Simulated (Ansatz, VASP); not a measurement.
**C: VASP beside Ansatz**

```
CELL_PARAMETERS angstrom
0.00000 1.42315 -3.36094
-2.46496 0.00000 0.00000
0.82165 10.43641 0.56016
ATOMIC_POSITIONS crystal
C 0.84465 0.68888 0.86664
C 0.71132 0.42221 0.06664
C 0.74465 0.98888 0.26664
C 0.77799 0.55555 0.46664
C 0.81132 0.12221 0.66664
C 0.72201 0.94445 0.13336
C 0.75535 0.51112 0.33336
C 0.78868 0.07779 0.53336
C 0.82201 0.64445 0.73336
C 0.85535 0.21112 0.93336
```

Alike in both runs: task single point; functional PBE; dispersion D3(BJ); k mesh 7 × 11 × 3; occupations gaussian, width 0.05 eV; no spin polarisation.

|  | VASP | Ansatz |
| --- | --- | --- |
| version | VASP 6.6.1 | Ansatz 0.2.0 |
| potentials or method | VASP PAW PBE potentials, release 64 (C), cutoff 520 eV | scalar-relativistic, plane waves, PAW |
| valence electrons in the cell | 40 | 40 |

Ansatz gave:

```
gap on the k mesh at the Fermi level (eV)                     : 0.41
least direct gap on the mesh (eV)                             : 0.41
pressure (GPa)                                                : 6.6
traceless stress, the component that is largest in VASP (GPa) : 13.89
rms of the force components (eV/Å)                            : 1.667
```

Task: Estimate VASP's values.

Result: gap on the k mesh at the Fermi level (eV): 0.41; least direct gap on the mesh (eV): 0.41; pressure (GPa): 7.1; traceless stress, the component that is largest in VASP (GPa): 13.89; rms of the force components (eV/Å): 1.663.

Atom by atom the forces differ by 0.008 eV/Å (rms over components).
